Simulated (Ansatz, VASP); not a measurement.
**One calculation of Si4O, two programs**

File INCAR:

```
SYSTEM = Si4O
PREC = Accurate
ENCUT = 520
EDIFF = 1E-6
ISMEAR = 0
SIGMA = 0.05
LREAL = .False.
LASPH = .True.
NELM = 150
ALGO = Normal
ISIF = 2
LWAVE = .False.
LCHARG = .False.
ISPIN = 2
MAGMOM = 0 0 0 0 2
LORBIT = 11
LDIPOL = .True.
IDIPOL = 3
DIPOL = 0.5 0.5 0.326
GGA = PE
IVDW = 12
NBANDS = 23
```

File KPOINTS:

```
Automatic mesh
0
Gamma
  7 7 1
  0 0 0
```

Contents of POSCAR:

```
Si4O
1.0
    3.8333442603      0.0000000000      0.0000000000
    0.0000000000      3.8333442603      0.0000000000
    0.0000000000      0.0000000000     21.2034818054
Si O
4 1
Direct
    0.0000000000      0.5000000000      0.1886482624
    0.0000000000      0.0000000000      0.2525666261
    0.5000000000      0.0000000000      0.3191936744
    0.5000000000      0.5000000000      0.3821769405
    1.0000000000      0.6250000000      0.4859334849
```

Input for Ansatz:

```yaml
crystal:
  lattice:
    - [3.8333442603, 0.0, 0.0]
    - [0.0, 3.8333442603, 0.0]
    - [0.0, 0.0, 21.2034818054]
  atoms:
    - { symbol: Si, position: [0.0, 0.5, 0.1886482624] }
    - { symbol: Si, position: [0.0, 0.0, 0.2525666261] }
    - { symbol: Si, position: [0.5, 0.0, 0.3191936744] }
    - { symbol: Si, position: [0.5, 0.5, 0.3821769405] }
    - { symbol: O, position: [1.0, 0.625, 0.4859334849], spin: 2.0 }
basis:
  ecutwfc: 420
kpoints:
  mp_grid: { grid: [7, 7, 1] }
hamiltonian:
  xc: pbe
  pseudopotentials: { kind: paw, azcp: { folder: soft_1 } }
  dispersion: d3bj
scf:
  occupations: { method: gaussian, width: 0.05 }
output:
  forces: true
  eigenvalues: true
  populations: true
magnetization:
  spin_polarized: true
efield:
  axis: 3
  dipole_correction: true
  ramp_width: 0.04
```

Alike in both runs: task single point; functional PBE; dispersion D3(BJ); k mesh 7 × 7 × 1; occupations gaussian, width 0.05 eV; collinear spin.

|  | VASP | Ansatz |
| --- | --- | --- |
| version | VASP 6.6.1 | Ansatz 0.2.0 |
| potentials or method | VASP PAW PBE potentials, release 64 (Si, O), cutoff 520 eV | scalar-relativistic, plane waves, PAW |
| valence electrons in the cell | 22 | 22 |

Ansatz gave:

* gap on the k mesh at the Fermi level (eV): none
* rms of the force components (eV/Å): 0.614
* net moment per atom (μB): 0.25
* size of the moment on the site where the two differ most (μB): 1.42

**Question.** Estimate VASP's values.

**Answer.** gap on the k mesh at the Fermi level (eV): none; rms of the force components (eV/Å): 0.612; net moment per atom (μB): 0.25; size of the moment on the site where the two differ most (μB): 1.16.

Site moments also hang on the region over which each program counts them. Atom by atom the forces differ by 0.003 eV/Å (rms over components). A gap of «none» marks a metal or a gap that the smearing closes.
